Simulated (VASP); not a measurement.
# CaSe: relaxation of cell and atoms with PBEsol

Crystal: CaSe.

```xyz
2
Lattice="2.9345 2.9345 0.0000 -2.9345 2.9345 0.0000 0.0000 2.9345 2.9345" Properties=species:S:1:pos:R:3 pbc="T T T"
Ca    0.0000    0.0000    0.0000
Se    0.0000    2.9345    0.0000
```

```json
{"Program": "VASP 6.6.1", "Task": "relaxation of cell and atoms", "Functional": "PBEsol", "Potentials or basis": "VASP PAW PBE potentials, release 64 (Ca_sv, Se)", "Cutoff": "600 eV", "k mesh": "8 × 8 × 8", "Occupations": "gaussian, width 0.01 eV", "Spin": "no spin polarisation", "Target pressure": "15 GPa", "Dipole correction": "no", "Further INCAR settings": "ALGO = Normal; EDIFF = 1e-07; IBRION = 2; EDIFFG = -0.002; NSW = 100; ISIF = 3"}
```

- Relaxed volume: 20.90 Å³/atom
- Relaxed cell: a = 3.896 Å, b = 3.896 Å, c = 3.896 Å, α = 60.00°, β = 60.00°, γ = 90.00°
- Space group after relaxing (to 0.1 Å): Fm-3m (No. 225)
- Energy change on relaxing (the run minimises the enthalpy): +177.2 meV/atom
- Ionic steps: 7
- Pressure after relaxing: 15.0 GPa
- Band gap on the k mesh: 1.23 eV (least direct gap 2.38 eV)

The path:
```
step  energy change (eV)  largest force (eV/Å)  pressure (GPa)  volume (Å³)
   1              0.0000                0.0000            0.21        50.54
   2              1.3979                0.0000           39.51        35.33
   3              0.3342                0.0000           14.44        42.03
   4              0.3513                0.0000           14.92        41.84
   5              0.3667                0.0000           15.34        41.68
   6              0.3438                0.0000           14.71        41.92
   7              0.3544                0.0000           15.00        41.81
```

Final structure:
```
Ca Se
1.0
     2.75474    2.75474    0.00000
    -2.75474    2.75474    0.00000
     0.00000    2.75474    2.75474
Ca Se
1 1
Direct
  0.00000 0.00000 0.00000
  0.50000 0.50000 0.00000
```

Levels at points of the mesh, in eV from the valence-band top:
```tsv
k point	band 4	band 5	band 6	band 7	band 8	band 9	band 10	band 11	band 12
(0.00, 0.00, 0.00)	-20.12	-12.70	0.00	0.00	0.00	3.41	3.41	3.41	4.25
(0.50, 0.00, 0.00)	-20.14	-11.44	-4.26	-1.77	-1.77	4.69	5.92	5.92	5.98
(0.50, 0.50, 0.00)	-20.20	-11.84	-3.12	-1.15	-1.15	1.23	5.30	5.91	6.66
```

It took 2.2 min on 1 thread of AMD EPYC 7R13 Processor (Zen 3), with other jobs on the host, peak memory 0.19 GiB.

Caveat: the cell is relaxed towards a set pressure, so the run minimises the enthalpy, not the energy; the volume moved by over 15 % at a fixed basis, so the end points are rough; the PAW data sets were made with another functional, which shifts forces and pressure a little. A k mesh can miss the band edges.
